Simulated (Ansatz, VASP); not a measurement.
## AsP2: VASP beside Ansatz

```
P As
1.0
     3.86809    0.00000    0.00000
    -1.93405    3.34987    0.00000
     0.00000    0.00000    9.50786
P As
4 2
Direct
  0.66667 0.33333 0.35953
  0.33333 0.66667 0.64047
  0.33333 0.66667 0.85953
  0.66667 0.33333 0.14047
  0.00000 0.00000 0.50000
  0.00000 0.00000 0.00000
```

Alike in both runs: functional PBE; k mesh 6 × 6 × 2; occupations gaussian, width 0.1 eV; no spin polarisation.

Ansatz relaxed the structure, and its values are those at the end. VASP's run is a single point on that final structure, the one shown.

```csv
,VASP,Ansatz
version,VASP 6.6.1,Ansatz 0.2.0
potentials or method,"VASP PAW PBE potentials, release 64 (P, As), cutoff 520 eV","scalar-relativistic, plane waves, PAW"
valence electrons in the cell,30,50
```

```csv
,VASP,Ansatz,Ansatz less VASP
gap on the k mesh at the Fermi level (eV),none,none,-
pressure (GPa),0.1,0.1,+0.04
rms of the force components (eV/Å),0.020,0.006,-0.0139
```

A gap of «none» marks a metal or a gap that the smearing closes. The functional is the same, so the differences come from potentials, cutoffs and numerics. VASP's potentials hold 30 valence electrons a cell and Ansatz's 50, so a difference there can come from the potentials and not from the codes.
